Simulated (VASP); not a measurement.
# CdSe (Fm-3m) in VASP: single point with r2SCAN

Aim: the single point of CdSe with r2SCAN.

Program: VASP 6.6.1. These are calculated values, not measurements. Logs are shortened: lines on timing, memory, paths and dates and some standing lists are left out, and cuts for length are marked.

## 1. The cell of the first run

It takes space group Fm-3m (No. 225, cubic). The conventional cell has a = 5.748 Å, b = 5.748 Å, c = 5.748 Å, α = 90.00°, β = 90.00°, γ = 90.00°. Cd (site symmetry m-3m) has 6 Se at 2.87 Å within 3.8 Å. Within 3.8 Å of Se (site symmetry m-3m) lie 6 Cd at 2.87 Å.

## 2. Single point, r2SCAN

POSCAR reads:

```
CdSe
1.0
    0.0000000000      2.8739580000      2.8739580000
    2.8739580000      0.0000000000      2.8739580000
    2.8739580000      2.8739580000      0.0000000000
Cd Se
1 1
Direct
    0.0000000000      0.0000000000      0.0000000000
    0.5000000000      0.5000000000      0.5000000000
```

INCAR.step1 reads:

```
ALGO = Normal
EDIFF = 1E-4
ENCUT = 520
GGA = PE
ISMEAR = 0
LASPH = T
LCHARG = F
LREAL = F
LWAVE = T
NBANDS = 16
NELM = 80
PREC = Accurate
SIGMA = 0.01
```

INCAR.step2 reads:

```
ALGO = Normal
EDIFF = 1E-6
ENCUT = 520
ISIF = 2
ISMEAR = 0
ISTART = 1
LASPH = T
LCHARG = T
LELF = T
LMIXTAU = T
LREAL = F
LVHAR = T
LWAVE = F
METAGGA = R2SCAN
NBANDS = 16
NELM = 80
PREC = Accurate
SIGMA = 0.01
```

KPOINTS reads:

```
k-points
0
Gamma
  6 6 6
```

Potentials or basis: VASP PAW PBE potentials, release 64 (Cd, Se).

The run is started by

```bash
$ cat potpaw_PBE.64/Cd/POTCAR potpaw_PBE.64/Se/POTCAR > POTCAR
$ cp INCAR.step1 INCAR
$ mpirun -np 1 vasp_std > vasp.out
$ cp INCAR.step2 INCAR
$ mpirun -np 1 vasp_std > vasp.out
```

OUTCAR:

```text
EDIFF = 1E-6
   ENCUT = 520
   ISIF = 2
   ISMEAR = 0
   ISTART = 1
   LASPH = T
   LREAL = F
   METAGGA = R2SCAN
   NELM = 80
   PREC = Accurate

 ion  position               nearest neighbor table
   1  0.000  0.000  0.000-   2 2.87   2 2.87   2 2.87   2 2.87   2 2.87   2 2.87
   2  0.500  0.500  0.500-   1 2.87   1 2.87   1 2.87   1 2.87   1 2.87   1 2.87

  LATTYP: Found a face centered cubic cell.
 ALAT       =     5.7479160000

  Lattice vectors:

 A1 = (   0.0000000000,   2.8739580000,   2.8739580000)
 A2 = (   2.8739580000,   0.0000000000,   2.8739580000)
 A3 = (   2.8739580000,   2.8739580000,   0.0000000000)

Analysis of symmetry for initial positions (statically):
=====================================================================
 Subroutine PRICEL returns:
 Original cell was already a primitive cell.

 Routine SETGRP: Setting up the symmetry group for a
 face centered cubic supercell.

 Subroutine GETGRP returns: Found 48 space group operations
 (whereof 48 operations were pure point group operations)
 out of a pool of 48 trial point group operations.

The static configuration has the point symmetry O_h .

Analysis of symmetry for dynamics (positions and initial velocities):
=====================================================================
 Subroutine PRICEL returns:
 Original cell was already a primitive cell.

 Routine SETGRP: Setting up the symmetry group for a
 face centered cubic supercell.

 Subroutine GETGRP returns: Found 48 space group operations
 (whereof 48 operations were pure point group operations)
 out of a pool of 48 trial point group operations.

The dynamic configuration has the point symmetry O_h .

 Subroutine INISYM returns: Found 48 space group operations
 (whereof 48 operations are pure point group operations),
 and found     1 'primitive' translations

----------------------------------------------------------------------------------------

                                     Primitive cell

  volume of cell :      47.4757

  direct lattice vectors                    reciprocal lattice vectors
     0.000000000  2.873958000  2.873958000    -0.173976098  0.173976098  0.173976098
     2.873958000  0.000000000  2.873958000     0.173976098 -0.173976098  0.173976098
     2.873958000  2.873958000  0.000000000     0.173976098  0.173976098 -0.173976098

  length of vectors
     4.064390381  4.064390381  4.064390381     0.301335442  0.301335442  0.301335442

  position of ions in fractional coordinates (direct lattice)
     0.000000000  0.000000000  0.000000000
     0.500000000  0.500000000  0.500000000

  ion indices of the primitive-cell ions
   primitive index   ion index
                 1           1
                 2           2

----------------------------------------------------------------------------------------

 KPOINTS: k-points

Automatic generation of k-mesh.
 Grid dimensions read from file:
 generate k-points for:    6    6    6

 Generating k-lattice:

  Cartesian coordinates                     Fractional coordinates (reciprocal lattice)
    -0.028996016  0.028996016  0.028996016     0.166666667  0.000000000  0.000000000
     0.028996016 -0.028996016  0.028996016     0.000000000  0.166666667  0.000000000
     0.028996016  0.028996016 -0.028996016     0.000000000  0.000000000  0.166666667

  Length of vectors
     0.050222574  0.050222574  0.050222574

  Shift w.r.t. Gamma in fractional coordinates (k-lattice)
     0.000000000  0.000000000  0.000000000

 Subroutine IBZKPT returns following result:
 ===========================================

 Found     16 irreducible k-points:

 Following reciprocal coordinates:
            Coordinates               Weight
  0.000000  0.000000  0.000000      1.000000
  0.166667  0.000000  0.000000      8.000000
  0.333333  0.000000  0.000000      8.000000
  0.500000  0.000000  0.000000      4.000000
  0.166667  0.166667  0.000000      6.000000
  0.333333  0.166667  0.000000     24.000000
[... 8 lines left out ...]
 -0.333333  0.333333  0.166667     24.000000
 -0.333333  0.500000  0.166667     12.000000
   k-points           NKPTS =     16   k-points in BZ     NKDIM =     16   number of bands    NBANDS=     16
   number of dos      NEDOS =    301   number of ions     NIONS =      2
   total plane-waves  NPLWV =  27000
   dimension x,y,z NGX =    30 NGY =   30 NGZ =   30
   dimension x,y,z NGXF=    60 NGYF=   60 NGZF=   60
   ions per type =               1   1
   NGX,Y,Z   is equivalent  to a cutoff of  12.27, 12.27, 12.27 a.u.
   NGXF,Y,Z  is equivalent  to a cutoff of  24.54, 24.54, 24.54 a.u.
 SYSTEM =  unknown system
   PREC   = accura    normal or accurate (medium, high low for compatibility)
   ISTART =      1    job   : 0-new  1-cont  2-samecut
   ICHARG =      0    charge: 1-file 2-atom 10-const
   ISPIN  =      1    spin polarized calculation?
   LNONCOLLINEAR =      F non collinear calculations
   LSORBIT =      F    spin-orbit coupling
   LASPH  =      T    aspherical Exc in radial PAW
   ENCUT  =  520.0 eV  38.22 Ry    6.18 a.u.   7.56  7.56  7.56*2*pi/ulx,y,z
   NELM   =     80;   NELMIN=  2; NELMDL=  0     # of ELM steps
   EDIFF  = 0.1E-05   stopping-criterion for ELM
   LREAL  =      F    real-space projection
   EDIFFG = 0.1E-04   stopping-criterion for IOM
   NSW    =      0    number of steps for IOM
   IBRION =     -1    ionic relax: 0-MD 1-quasi-New 2-CG
   NFREE  =      0    steps in history (QN), initial steepest desc. (CG)
   ISIF   =      2    stress and relaxation
   ISYM   =      2    0-nonsym 1-usesym 2-fastsym
   POTIM  = 0.5000    time-step for ionic-motion
   TEBEG  =    0.0;   TEEND  =   0.0 temperature during run
   PSTRESS=    0.0 pullay stress
   NELECT =      18.0000    total number of electrons
   NUPDOWN=      -1.0000    fix difference up-down
   EMIN   =  10.00;   EMAX   =-10.00  energy-range for DOS
   EFERMI =   0.00;   METHOD = LEGACY
   ISMEAR =     0;   SIGMA  =   0.01  broadening in eV -4-tet -1-fermi 0-gaus
   EFERMI_NEDOS =   21; number of points for ismear=-14 and -15
   IALGO  =     38    algorithm
   IMIX   =      4    mixing-type and parameters
     AMIX     =   0.40;   BMIX     =  1.00
     AMIX_MAG =   1.60;   BMIX_MAG =  1.00
  volume/ion in A,a.u.               =      23.74       160.19
  Fermi-wavevector in a.u.,A,eV,Ry     =   1.184882  2.239103 19.101849  1.403946
  Thomas-Fermi vector in A             =   2.321088
   LORBIT       =      0    0 simple, 1 ext, 2 COOP (PROOUT), +10 PAW based schemes
   METAGGA = R2SCAN    functional components
   LHFCALC =     F    Hartree Fock is set to
   AEXX    =    0.0000 exact exchange contribution
   IVDW    =     0    specifies the selected vdW correction
   LEPSILON=     F    determine dielectric tensor
   LRPA    =     F    only Hartree local field effects (RPA)
 non-spin polarized calculation
 Gauss-broadening in eV      SIGMA  =   0.01
  energy-cutoff  :      520.00
  volume of cell :       47.48
 maximum number of plane-waves:      1303
   NGX = 15   NGY = 15   NGZ = 15

 number of electron      18.0000008 magnetization

 Free energy of the ion-electron system (eV)
  ---------------------------------------------------
  ext. energy  EPLUGINS =         0.00000000
  ---------------------------------------------------
  free energy    TOTEN  =       -35.68731137 eV

  energy without entropy =      -35.68729661  energy(sigma->0) =      -35.68730399

 E-fermi :   1.9774     XC(G=0): -10.5005

 val. band max:        1.9582404090   @ k =  -0.1667   0.1667   0.0000
 cond. band min:       1.9930481275   @ k =   0.5000   0.5000   0.0000
 fundamental gap:      0.0348077185
 Fermi energy:         1.9774029905

 k-point     1 :       0.0000    0.0000    0.0000
  band No.  band energies     occupation
      1     -11.2827      2.00000
      2      -6.1970      2.00000
      3      -6.1970      2.00000
      4      -6.1824      2.00000
      5      -6.1823      2.00000
      6      -6.1823      2.00000
[... 8 lines left out ...]
     15      12.5611      0.00000
     16      12.5611      0.00000

 k-point     2 :       0.1667    0.0000    0.0000
  band No.  band energies     occupation
      1     -11.0848      2.00000
      2      -6.2538      2.00000
      3      -6.2538      2.00000
      4      -6.1983      2.00000
      5      -6.1511      2.00000
      6      -6.1511      2.00000
[... 8 lines left out ...]
     15      12.1408      0.00000
     16      12.1721      0.00000

 k-point     3 :       0.3333    0.0000    0.0000
  band No.  band energies     occupation
      1     -10.6265      2.00000
      2      -6.3670      2.00000
      3      -6.3670      2.00000
      4      -6.2578      2.00000
      5      -6.0843      2.00000
      6      -6.0843      2.00000
[... 8 lines left out ...]
     15      13.7332      0.00000
     16      13.7332      0.00000

 k-point     4 :       0.5000    0.0000    0.0000
  band No.  band energies     occupation
      1     -10.3522      2.00000
      2      -6.4219      2.00000
      3      -6.4219      2.00000
      4      -6.3154      2.00000
      5      -6.0504      2.00000
      6      -6.0504      2.00000
[... 8 lines left out ...]
     15      15.5222      0.00000
     16      15.5222      0.00000
[... 172 lines left out ...]
 k-point    14 :       0.5000    0.3333    0.1667
  band No.  band energies     occupation
      1     -10.4893      2.00000
      2      -6.2930      2.00000
      3      -6.2200      2.00000
      4      -6.1958      2.00000
      5      -6.0577      2.00000
      6      -5.9630      2.00000
[... 8 lines left out ...]
     15      16.0182      0.00000
     16      16.6281      0.00000

 k-point    15 :      -0.3333    0.3333    0.1667
  band No.  band energies     occupation
      1     -10.3766      2.00000
      2      -6.3319      2.00000
      3      -6.1927      2.00000
      4      -6.1761      2.00000
      5      -6.0273      2.00000
      6      -5.8292      2.00000
[... 8 lines left out ...]
     15      14.3809      0.00000
     16      17.0552      0.00000

 k-point    16 :      -0.3333    0.5000    0.1667
  band No.  band energies     occupation
      1     -10.4147      2.00000
      2      -6.2491      2.00000
      3      -6.2317      2.00000
      4      -6.0965      2.00000
      5      -6.0028      2.00000
      6      -5.5978      2.00000
[... 8 lines left out ...]
     15      15.8116      0.00000
     16      17.5492      0.00000

------------------------ aborting loop because EDIFF is reached ----------------------------------------

  FORCE on cell =-STRESS in cart. coord.  units (eV):
  Direction    XX          YY          ZZ          XY          YZ          ZX
  --------------------------------------------------------------------------------------
  -------------------------------------------------------------------------------------
  Total       -0.5214693     -0.5214693     -0.5214693      0.0000000      0.0000000      0.0000000
  in kB      -17.5981925    -17.5981925    -17.5981925      0.0000000      0.0000000      0.0000000
  external PRESSURE =     -17.5981925 kB  Pullay stress =       0.0000000 kB

 VOLUME and BASIS-vectors are now :
 -----------------------------------------------------------------------------
  energy-cutoff  :      520.00
  volume of cell :       47.48
      direct lattice vectors                 reciprocal lattice vectors
     0.000000000  2.873958000  2.873958000    -0.173976098  0.173976098  0.173976098
     2.873958000  0.000000000  2.873958000     0.173976098 -0.173976098  0.173976098
     2.873958000  2.873958000  0.000000000     0.173976098  0.173976098 -0.173976098

 POSITION                                       TOTAL-FORCE (eV/Angst)
 -----------------------------------------------------------------------------------
      0.00000      0.00000      0.00000        -0.000000     -0.000000     -0.000000
      2.87396      2.87396      2.87396         0.000000      0.000000      0.000000
 -----------------------------------------------------------------------------------
    total drift:                               -0.000000      0.000000      0.000000

  FREE ENERGIE OF THE ION-ELECTRON SYSTEM (eV)
  ---------------------------------------------------
  free  energy   TOTEN  =       -35.6873113661 eV

  energy  without entropy=      -35.6872966128  energy(sigma->0) =      -35.68730399
```

Run time: 38 s. Hardware: 1 thread of Intel Xeon 6975P-C, shared host; peak memory 0.17 GiB.

What came out:

| Item | Value |
| --- | --- |
| Free energy | -35.6873 eV |
| Pressure | -1.8 GPa |
| Band gap on the k mesh | 0.03 eV, indirect (least direct gap 1.29 eV) |

Levels at points of the mesh, in eV from the valence-band top:
```tsv
k point	band 6	band 7	band 8	band 9	band 10	band 11	band 12	band 13
(0.00, 0.00, 0.00)	-8.14	-0.56	-0.56	-0.56	0.73	9.20	9.20	9.20
(0.50, 0.00, 0.00)	-8.01	-4.90	-0.01	-0.01	3.62	5.85	5.85	6.55
(0.50, 0.50, 0.00)	-7.44	-4.07	-2.02	-2.02	0.03	5.92	10.56	11.19
```

Caveat: the PAW data sets were made with another functional, which shifts forces and pressure a little. A k mesh can miss the band edges.
